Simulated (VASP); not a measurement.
# Al8N7 (a cell with a defect) in VASP: a series of runs

The runs below take Al8N7 (a cell with a defect) through single point, with PBE.

All numbers are computed with VASP 6.6.1; they aren't measurements. Logs are shortened: lines on timing, memory, paths and dates and some standing lists are left out, and cuts for length are marked.

## Step 1: The cell of the first run

The cell holds a defect, 15 atoms: a = 6.220 Å, b = 5.387 Å, c = 4.980 Å, α = 90.00°, β = 90.00°, γ = 90.00°.

## Step 2: Single point, PBE

File INCAR:

```
PREC = Accurate
ENCUT = 520
EDIFF = 1E-7
ISMEAR = 0
SIGMA = 0.02
LREAL = Auto
LASPH = T
NELM = 80
ALGO = Normal
ISIF = 2
LWAVE = F
LCHARG = F
GGA = PE
NELECT = 60.0
NBANDS = 42
```

File KPOINTS:

```
regular mesh
0
Gamma
  2 3 3
```

File POSCAR:

```
Al8N7
1.0
   -3.1100000000     -5.3866780000      0.0000000000
    4.6650000000     -2.6933390000      0.0000000000
    0.0000000000      0.0000000000      4.9800000000
Al N
8 7
Direct
    0.5104704981      0.6400975882     -0.0186508032
    0.4844185080      0.3391379549      0.4023220884
    0.2622303322      0.1563979278      0.0207285141
    0.2395617239      0.8351221782      0.5039261044
    0.0101038810      0.6547410654      0.0082674699
   -0.0431458135      0.3324567031      0.5275030120
    0.7587544511      0.1533992160     -0.0070086345
    0.7441349445      0.8510854614      0.4923608434
    0.4911321778      0.6950165215      0.3651777108
    0.6609985651      0.2949162996      0.6787955823
    0.2158247579      0.1642353691      0.3989777108
    0.2601066936      0.8250981387      0.8813562249
   -0.0080949714      0.6622252173      0.3864064257
    0.0299526969      0.3274175536      0.8984736948
    0.7618056033      0.8114416776      0.8751090361
```

Potentials or basis: VASP PAW PBE potentials, release 64 (Al, N).

On the command line:

```
$ cat potpaw_PBE.64/Al/POTCAR potpaw_PBE.64/N/POTCAR > POTCAR
$ mpirun -np 1 vasp_std > vasp.out
```

OUTCAR:

```text
PREC = Accurate
   ENCUT = 520
   EDIFF = 1E-7
   ISMEAR = 0
   LREAL = Auto
   LASPH = T
   NELM = 80
   ISIF = 2
   GGA = PE
   NELECT = 60.0

 ion  position               nearest neighbor table
   1  0.510  0.640  0.981-  15 1.89  12 1.91   9 1.94  10 2.57   2 2.66   3 3.04   7 3.04   8 3.06
                             4 3.10   5 3.11   5 3.12   8 3.14   7 3.17   3 3.19   4 3.27   2 3.31
   2  0.484  0.339  0.402-  10 1.78  11 1.92   9 1.93   3 2.55   1 2.66   7 2.84   6 3.00   4 3.12
                             8 3.12   4 3.15   8 3.23   1 3.31   6 3.34
   3  0.262  0.156  0.021-  14 1.82  11 1.91  12 1.91   2 2.55   4 2.97   1 3.04   7 3.09   4 3.10
                             5 3.11   5 3.12   7 3.13   1 3.19   6 3.25   6 3.30
   4  0.240  0.835  0.504-  11 1.85   9 1.87  12 1.88  13 1.89   3 2.97   5 3.01   5 3.05   8 3.08
                             1 3.10   3 3.10   2 3.12   8 3.14   2 3.15   6 3.21   6 3.23   1 3.27
   5  0.010  0.655  0.008-  14 1.85  15 1.88  13 1.89  12 1.91   6 2.98   4 3.01   4 3.05   7 3.11
                             8 3.11   3 3.11   1 3.11   1 3.12   7 3.12   3 3.12   6 3.13   8 3.23
   6  0.957  0.332  0.528-  14 1.90  13 1.92  11 1.96  10 2.00   7 2.80   8 2.92   5 2.98   2 3.00
                             7 3.09   8 3.10   5 3.13   4 3.21   4 3.23   3 3.25   3 3.30   2 3.34
   7  0.759  0.153  0.993-  10 1.84  15 1.93  14 1.99   6 2.80   2 2.84   8 2.97   8 2.98   1 3.04
                             6 3.09   3 3.09   5 3.11   5 3.12   3 3.13   1 3.17
   8  0.744  0.851  0.492-   9 1.89  13 1.92  15 1.92   6 2.92   7 2.97   7 2.98   1 3.06   4 3.08
                             6 3.10   5 3.11   2 3.12   4 3.14   1 3.14   2 3.23   5 3.23
   9  0.491  0.695  0.365-   4 1.87   8 1.89   2 1.93   1 1.94
  10  0.661  0.295  0.679-   2 1.78   7 1.84   6 2.00   1 2.57
  11  0.216  0.164  0.399-   4 1.85   3 1.91   2 1.92   6 1.96
  12  0.260  0.825  0.881-   4 1.88   5 1.91   1 1.91   3 1.91
  13  0.992  0.662  0.386-   5 1.89   4 1.89   8 1.92   6 1.92
  14  0.030  0.327  0.898-   3 1.82   5 1.85   6 1.90   7 1.99
  15  0.762  0.811  0.875-   5 1.88   1 1.89   8 1.92   7 1.93

  LATTYP: Found a simple orthorhombic cell.
 ALAT       =     4.9800000000
 B/A-ratio  =     1.0816622507
 C/A-ratio  =     1.2489959819

  Lattice vectors:

 A1 = (   0.0000000000,   0.0000000000,  -4.9800000000)
 A2 = (   4.6650000000,  -2.6933390000,   0.0000000000)
 A3 = (  -3.1100000000,  -5.3866780000,   0.0000000000)

Analysis of symmetry for initial positions (statically):
=====================================================================
 Subroutine PRICEL returns:
 Original cell was already a primitive cell.

 Routine SETGRP: Setting up the symmetry group for a
 simple orthorhombic supercell.

 Subroutine GETGRP returns: Found  1 space group operations
 (whereof  1 operations were pure point group operations)
 out of a pool of  8 trial point group operations.

The static configuration has the point symmetry C_1 .

Analysis of symmetry for dynamics (positions and initial velocities):
=====================================================================
 Subroutine PRICEL returns:
 Original cell was already a primitive cell.

 Routine SETGRP: Setting up the symmetry group for a
 simple orthorhombic supercell.

 Subroutine GETGRP returns: Found  1 space group operations
 (whereof  1 operations were pure point group operations)
 out of a pool of  8 trial point group operations.

The dynamic configuration has the point symmetry C_1 .

 Subroutine INISYM returns: Found  1 space group operations
 (whereof  1 operations are pure point group operations),
 and found     1 'primitive' translations

----------------------------------------------------------------------------------------

                                     Primitive cell

  volume of cell :     166.8556

  direct lattice vectors                    reciprocal lattice vectors
    -3.110000000 -5.386678000  0.000000000    -0.080385852 -0.139232380  0.000000000
     4.665000000 -2.693339000  0.000000000     0.160771704 -0.092821587  0.000000000
     0.000000000  0.000000000  4.980000000     0.000000000  0.000000000  0.200803213

  length of vectors
     6.219999990  5.386678009  4.980000000     0.160771704  0.185643173  0.200803213

  position of ions in fractional coordinates (direct lattice)
     0.510470498  0.640097588  0.981349197
     0.484418508  0.339137955  0.402322088
     0.262230332  0.156397928  0.020728514
     0.239561724  0.835122178  0.503926104
     0.010103881  0.654741065  0.008267470
     0.956854187  0.332456703  0.527503012
     0.758754451  0.153399216  0.992991365
     0.744134944  0.851085461  0.492360843
     0.491132178  0.695016522  0.365177711
     0.660998565  0.294916300  0.678795582
     0.215824758  0.164235369  0.398977711
     0.260106694  0.825098139  0.881356225
     0.991905029  0.662225217  0.386406426
     0.029952697  0.327417554  0.898473695
[... 90 lines left out ...]
   EFERMI =   0.00;   METHOD = LEGACY
   ISMEAR =     0;   SIGMA  =   0.02  broadening in eV -4-tet -1-fermi 0-gaus
   EFERMI_NEDOS =   21; number of points for ismear=-14 and -15
   IALGO  =     38    algorithm
   IMIX   =      4    mixing-type and parameters
     AMIX     =   0.40;   BMIX     =  1.00
     AMIX_MAG =   1.60;   BMIX_MAG =  1.00
  volume/ion in A,a.u.               =      11.12        75.07
  Fermi-wavevector in a.u.,A,eV,Ry     =   1.164157  2.199938 18.439462  1.355262
  Thomas-Fermi vector in A             =   2.300699
   LORBIT       =      0    0 simple, 1 ext, 2 COOP (PROOUT), +10 PAW based schemes
   GGA     = PE    functional components
   LHFCALC =     F    Hartree Fock is set to
   AEXX    =    0.0000 exact exchange contribution
   IVDW    =     0    specifies the selected vdW correction
   LEPSILON=     F    determine dielectric tensor
   LRPA    =     F    only Hartree local field effects (RPA)
 non-spin polarized calculation
 Gauss-broadening in eV      SIGMA  =   0.02
  energy-cutoff  :      520.00
  volume of cell :      166.86
 maximum number of plane-waves:      4510
 NGX is ok and might be reduce to    48
   NGX = 23   NGY = 21   NGZ = 19

 number of electron      60.0000001 magnetization

 Free energy of the ion-electron system (eV)
  ---------------------------------------------------
  ext. energy  EPLUGINS =         0.00000000
  ---------------------------------------------------
  free energy    TOTEN  =       -93.89542189 eV

  energy without entropy =      -93.89542189  energy(sigma->0) =      -93.89542189

 E-fermi :   8.8808     XC(G=0): -10.8521

 val. band max:        8.7955758796   @ k =   0.0000   0.0000   0.0000
 cond. band min:       8.9699586724   @ k =   0.5000   0.0000   0.0000
 fundamental gap:      0.1743827928
 Fermi energy:         8.8807807287

 k-point     1 :       0.0000    0.0000    0.0000
  band No.  band energies     occupation
      1      -9.1826      2.00000
      2      -7.4652      2.00000
      3      -7.4444      2.00000
      4      -7.1143      2.00000
      5      -7.0732      2.00000
      6      -6.5717      2.00000
[... 34 lines left out ...]
     41      14.3379      0.00000
     42      14.9732      0.00000

 k-point     2 :       0.5000    0.0000    0.0000
  band No.  band energies     occupation
      1      -8.8036      2.00000
      2      -8.4231      2.00000
      3      -7.1112      2.00000
      4      -7.0466      2.00000
      5      -6.8048      2.00000
      6      -6.6966      2.00000
[... 349 lines left out ...]
     41      14.4014      0.00000
     42      14.7603      0.00000

 k-point    10 :       0.5000   -0.3333    0.3333
  band No.  band energies     occupation
      1      -8.1834      2.00000
      2      -7.9202      2.00000
      3      -7.5116      2.00000
      4      -7.4201      2.00000
      5      -7.1976      2.00000
      6      -6.9580      2.00000
[... 34 lines left out ...]
     41      14.3197      0.00000
     42      14.7348      0.00000

------------------------ aborting loop because EDIFF is reached ----------------------------------------

  FORCE on cell =-STRESS in cart. coord.  units (eV):
  Direction    XX          YY          ZZ          XY          YZ          ZX
  --------------------------------------------------------------------------------------
  -------------------------------------------------------------------------------------
  Total       14.0501231     11.6221642     21.2156854      2.0923250     -3.0876239     -4.1453588
  in kB      134.9118103    111.5981122    203.7168280     20.0908813    -29.6479198    -39.8044808
  external PRESSURE =     150.0755835 kB  Pullay stress =       0.0000000 kB

 VOLUME and BASIS-vectors are now :
 -----------------------------------------------------------------------------
  energy-cutoff  :      520.00
  volume of cell :      166.86
      direct lattice vectors                 reciprocal lattice vectors
    -3.110000000 -5.386678000  0.000000000    -0.080385852 -0.139232380  0.000000000
     4.665000000 -2.693339000  0.000000000     0.160771704 -0.092821587  0.000000000
     0.000000000  0.000000000  4.980000000     0.000000000  0.000000000  0.200803213

 POSITION                                       TOTAL-FORCE (eV/Angst)
 -----------------------------------------------------------------------------------
      1.39849     -4.47374      4.88712         0.002649     -0.004931      0.002964
      0.07554     -3.52282      2.00356         0.003584      0.001534      0.011194
     -0.08594     -1.83378      0.10323        -0.003743      0.004692      0.000926
      3.15081     -3.53971      2.50955        -0.003202      0.002517      0.007216
      3.02294     -1.81787      0.04117         0.000168      0.001468      0.004752
     -1.42491     -6.04968      2.62696        -0.002288     -0.002976      0.006952
     -1.64412     -4.50032      4.94510        -0.003737     -0.002356     -0.000793
      1.65605     -6.30068      2.45196        -0.008218      0.002989      0.002678
      1.71483     -4.51749      1.81858         0.008177      0.004464     -0.001704
     -0.67992     -4.35490      3.38040         0.004767      0.006475     -0.016228
      0.09494     -1.60492      1.98691        -0.006977      0.000345     -0.003068
      3.04015     -3.62338      4.38915         0.002150      0.002734     -0.009362
      0.00446     -7.12667      1.92430         0.002886     -0.006887     -0.006266
      1.43425     -1.04319      4.47440         0.005924     -0.006174     -0.005669
      1.41616     -6.28909      4.35804        -0.002141     -0.003894      0.006407
 -----------------------------------------------------------------------------------
    total drift:                               -0.013472      0.005590      0.012412

  FREE ENERGIE OF THE ION-ELECTRON SYSTEM (eV)
  ---------------------------------------------------
  free  energy   TOTEN  =       -93.8954218922 eV

  energy  without entropy=      -93.8954218922  energy(sigma->0) =      -93.89542189
```

Wall time 3 min (1 thread of AMD EPYC 7R43 (Zen 3), shared host); peak memory 0.22 GiB.

Results:

```
Free energy   : -93.8954 eV
Largest force : 0.018 eV/Å
```

Forces in eV/Å, atoms in the order of the input:
```
Al   0.003 -0.005  0.003
Al   0.004  0.002  0.011
Al  -0.004  0.005  0.001
Al  -0.003  0.003  0.007
Al   0.000  0.001  0.005
Al  -0.002 -0.003  0.007
Al  -0.004 -0.002 -0.001
Al  -0.008  0.003  0.003
N    0.008  0.004 -0.002
N    0.005  0.006 -0.016
N   -0.007  0.000 -0.003
N    0.002  0.003 -0.009
N    0.003 -0.007 -0.006
N    0.006 -0.006 -0.006
N   -0.002 -0.004  0.006
```

Caveat: the k points lie up to 0.51 Å⁻¹ apart; the cell carries a net charge on a neutralising background, which shifts energy and pressure; the cell is charged against a uniform background, so pressure and absolute levels hang on convention.

## Step 3: Single point, PBE

File INCAR:

```
  ALGO = Normal
  EDIFF = 1E-6
  ENCUT = 520
  GGA = PE
  ISIF = 2
  ISMEAR = 0
  LASPH = T
  LCHARG = T
  LELF = T
  LREAL = Auto
  LVHAR = T
  LWAVE = F
  NBANDS = 42
  NELECT = 60.0
  NELM = 100
  PREC = Accurate
  SIGMA = 0.02
```

File KPOINTS:

```
k-points
0
Gamma
  2 3 3
```

File POSCAR:

```
Al8N7
1.0
   -3.1100000000     -5.3866780000      0.0000000000
    4.6650000000     -2.6933390000      0.0000000000
    0.0000000000      0.0000000000      4.9800000000
Al N
8 7
Direct
    0.4837414779      0.6503854225     -0.0123997992
    0.5051901326      0.3276607315      0.3960644578
    0.2652130544      0.1923139548      0.0000337349
    0.2445935251      0.8406893597      0.5060138554
    0.0042630624      0.6666302517      0.0148265060
   -0.0090562071      0.3430484879      0.5308343373
    0.7411018787      0.1578055397     -0.0406514056
    0.7395803097      0.8382093812      0.5146044177
    0.4922603500      0.6793671358      0.3775000000
    0.7220053005      0.1858562668      0.5793865462
    0.2318929396      0.1714182298      0.3884688755
    0.2475868006      0.8555620471      0.8841875502
   -0.0067971365      0.6747026593      0.3945377510
    0.0098767980      0.3399270829      0.9090158635
    0.7473839720      0.7938377606      0.8914078313
```

Potentials or basis: VASP PAW PBE potentials, release 64 (Al, N).

On the command line:

```
$ cat potpaw_PBE.64/Al/POTCAR potpaw_PBE.64/N/POTCAR > POTCAR
$ mpirun -np 1 vasp_std > vasp.out
```

Run time: 3.1 min. Hardware: 1 thread of AMD EPYC 7R43 (Zen 3), shared host; peak memory 0.23 GiB.

The run converged. Its results:

- Free energy: -95.2141 eV
- Largest force: 0.648 eV/Å

Forces on the atoms (eV/Å):
```
Al   0.115  0.084  0.042
Al  -0.082 -0.064 -0.004
Al   0.144 -0.070 -0.050
Al   0.034 -0.042  0.016
Al   0.080 -0.010  0.048
Al  -0.013 -0.162  0.029
Al   0.077  0.061 -0.104
Al  -0.017  0.057  0.109
N   -0.047  0.057  0.075
N   -0.537 -0.012 -0.363
N   -0.003 -0.065 -0.019
N    0.138 -0.001  0.038
N    0.048 -0.031  0.042
N    0.109  0.063  0.054
N   -0.046  0.135  0.085
```

Levels at points of the mesh, in eV from the Fermi level:
```tsv
k point	band 28	band 29	band 30	band 31	band 32	band 33
(0.00, 0.00, 0.00)	-3.70	-3.41	-0.12	0.63	1.32	1.85
(0.50, 0.00, 0.00)	-3.66	-2.92	-1.20	0.86	1.03	1.53
```

Caveat: the k points lie up to 0.51 Å⁻¹ apart; the cell carries a net charge on a neutralising background, which shifts energy and pressure; the cell is charged against a uniform background, so pressure and absolute levels hang on convention.

## Step 4: Single point, PBE

File INCAR:

```
PREC     = Accurate       # precision mode
ENCUT    = 520            # plane-wave cutoff, eV
EDIFF    = 1E-6           # SCF threshold, eV
ISMEAR   = 0              # smearing method
SIGMA    = 0.02           # smearing width, eV
LREAL    = Auto         
LASPH    = T              # aspherical terms in the spheres
NELM     = 100            # most SCF steps
ALGO     = Normal         # electronic algorithm
ISIF     = 2              # what is computed and relaxed
LWAVE    = F              # write WAVECAR
LCHARG   = T              # write CHGCAR
GGA      = PE             # functional
LELF     = T              # ELF
LVHAR    = T            
NELECT   = 60.0         
NBANDS   = 42             # bands
```

File KPOINTS:

```
Automatic mesh
0
Gamma
  2 3 3
```

File POSCAR:

```
Al8N7
1.0
   -3.1100000000     -5.3866780000      0.0000000000
    4.6650000000     -2.6933390000      0.0000000000
    0.0000000000      0.0000000000      4.9800000000
Al N
8 7
Direct
    0.4831642680      0.6694377006     -0.0236102410
    0.4814510458      0.3686848344      0.5482248996
    0.2873067611      0.1729136178      0.0138437751
    0.2466324459      0.8434702908      0.5015134538
    0.0014174603      0.6523143197      0.0027724900
    0.0026657799      0.3418616453      0.5220329317
    0.7341035484      0.1408150130     -0.0746929719
    0.7438619833      0.8336741196      0.4872166667
    0.4925990641      0.6794994832      0.3563765060
    0.7380817653      0.1821256785      0.4886716867
    0.2514858524      0.1789279745      0.3979929719
    0.2334189636      0.8468685910      0.8804026104
   -0.0010132809      0.6732777484      0.3805481928
    0.0117496475      0.3198399579      0.9073216867
    0.7524928197      0.7883298326      0.8653002008
```

On the command line:

```
$ cat potpaw_PBE.64/Al/POTCAR potpaw_PBE.64/N/POTCAR > POTCAR
$ mpirun -np 1 vasp_std > vasp.out
```

Wall time 3.4 min (1 thread of AMD EPYC 7R43 (Zen 3), shared host); peak memory 0.22 GiB.

The run converged. Its results:

| Item | Value |
| --- | --- |
| Free energy | -95.2127 eV |
| Largest force | 0.832 eV/Å |

Forces in eV/Å, atoms in the order of the input:
```
Al  -0.103  0.022  0.051
Al  -0.280 -0.030 -0.783
Al   0.138  0.068 -0.076
Al  -0.010  0.005 -0.001
Al   0.045 -0.052  0.036
Al   0.027  0.041  0.001
Al   0.049 -0.100  0.096
Al   0.015  0.009  0.086
N   -0.012 -0.006  0.084
N    0.057  0.075  0.468
N    0.018  0.119 -0.077
N   -0.036 -0.106 -0.013
N    0.006  0.019  0.032
N    0.083 -0.071 -0.012
N    0.005  0.006  0.108
```

Levels at points of the mesh, in eV from the Fermi level:
```
           k point  band 26  band 27  band 28  band 29  band 30  band 31  band 32  band 33  band 34  band 35
(0.00, 0.00, 0.00)    -4.27    -3.87    -3.80    -3.35    -0.13     0.86     1.34     1.84     2.31     2.53
(0.50, 0.00, 0.00)    -4.18    -3.83    -3.45    -3.00    -0.89     0.41     1.09     1.92     2.08     3.52
```

Caveat: the k points lie up to 0.51 Å⁻¹ apart; the cell carries a net charge on a neutralising background, which shifts energy and pressure; the cell is charged against a uniform background, so pressure and absolute levels hang on convention.
